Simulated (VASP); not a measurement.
Write the native input for VASP 6.6.1 that does the following.

```yaml
Task: single point
Functional: PBE
Potentials_or_basis: VASP PAW PBE potentials, release 64 (Ti_sv, Ga_d, S)
Cutoff: 520 eV
k_mesh: 6 × 6 × 1
Occupations: gaussian, width 0.2 eV
Spin: no spin polarisation
Dipole_correction: no
Further_INCAR_settings: ALGO = Normal; EDIFF = 1e-06; NBANDS = 67
```

The structure of Ti2GaS3 lies in POSCAR:

```
Ti2GaS3
1.0
    3.3289379835     -0.0007205845      0.0005124100
   -1.6650869584      2.8836258243      0.0002336696
    0.0033404814      0.0036679529     21.6874264125
Ti Ga S
4 2 6
Direct
    0.0025815548      0.0009669918      0.1744583174
   -0.0012043466      0.9998157469      0.6743846652
    0.0020506512      1.0006360266      0.3258159858
   -0.0016822018      0.9993232635      0.8254801286
   -0.0017859803     -0.0031275552     -0.0007756361
    0.9979233368      1.0014302540      0.5001527932
    0.3359707486      0.6676964328      0.1061087154
    0.3323256612      0.6667034698      0.6059152393
    0.3356551313      0.6674915732      0.2502007379
    0.3318132887      0.6662207799      0.7499780293
    0.3349824918      0.6670883420      0.3942527340
    0.3313696644      0.6657546748      0.8940282898
```

These files were run (other wordings do the same):

INCAR

```
SYSTEM = Ti2GaS3
  PREC = Accurate
  ENCUT = 520
  EDIFF = 1E-6
  ISMEAR = 0
  SIGMA = 0.2
  LREAL = .False.
  LASPH = .True.
  NELM = 60
  ALGO = Normal
  ISIF = 2
  LWAVE = .False.
  LCHARG = .False.
  GGA = PE
  NBANDS = 67
```

KPOINTS

```
Automatic mesh
0
Gamma
  6 6 1
  0 0 0
```

Potentials or basis: VASP PAW PBE potentials, release 64 (Ti_sv, Ga_d, S).

Run with:

```bash
$ cat potpaw_PBE.64/Ti_sv/POTCAR potpaw_PBE.64/Ga_d/POTCAR potpaw_PBE.64/S/POTCAR > POTCAR
$ mpirun -np 1 vasp_std > vasp.out
```

It gave:

| Quantity | Value |
| --- | --- |
| Pressure | -0.2 GPa |
| Largest force | 0.022 eV/Å |
| Band gap on the k mesh | zero (bands 55 and 56 overlap by 0.89 eV) |

Caveat: the k points lie up to 0.36 Å⁻¹ apart, too coarse for converged energies and pressures of a metal.

Wall time 4.5 min on 1 thread of Intel(R) Xeon(R) 6975P-C (Granite Rapids), with other jobs on the host, peak memory 0.45 GiB.
